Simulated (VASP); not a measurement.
**Ru: single point with PBEsol**

Ru:

```
Ru
1.0
     2.70403    0.00000    0.00000
    -1.35201    2.34175    0.00000
     0.00000    0.00000    4.14013
Ru
2
Direct
  0.33333 0.66667 0.25000
  0.66667 0.33333 0.75000
```

This cell differs from its parent crystal: volume 13.108 Å^3 an atom, c/a of the conventional cell 1.5311.

- Program: VASP 6.6.1
- Task: single point
- Functional: PBEsol
- Potentials or basis: VASP PAW PBE potentials, release 64 (Ru_pv)
- Cutoff: 520 eV
- k mesh: 21 × 21 × 12
- Occupations: gaussian, width 0.15 eV
- Spin: no spin polarisation
- Dipole correction: no
- Further INCAR settings: ALGO = Fast; EDIFF = 1e-06; NBANDS = 21

| Quantity | Value |
| --- | --- |
| Pressure | 6.7 GPa |
| Band gap on the k mesh | zero (band 14 reaches 14.88 eV, above the bottom of band 15 at 11.57 eV) |

Stress tensor (GPa, compression positive):
```
 1.42  0.00  0.00
 0.00  1.42  0.00
 0.00  0.00 17.19
```

Levels at points of the mesh, in eV from the Fermi level:
```tsv
k point	band 10	band 11	band 12	band 13	band 14	band 15	band 16	band 17	band 18	band 19
(0.00, 0.00, 0.00)	-2.81	-2.25	-2.00	-2.00	-1.75	-1.75	1.23	1.23	1.66	10.21
(0.00, 0.00, 0.50)	-3.07	-3.07	-3.07	-2.68	-2.68	0.61	0.61	0.61	0.61	10.22
```

Wall time 70 s on 1 thread of Intel(R) Xeon(R) Platinum 8559C (Emerald Rapids) (shared host), peak memory 0.25 GiB.

Caveat: the PAW data sets were made with another functional, which shifts forces and pressure a little.
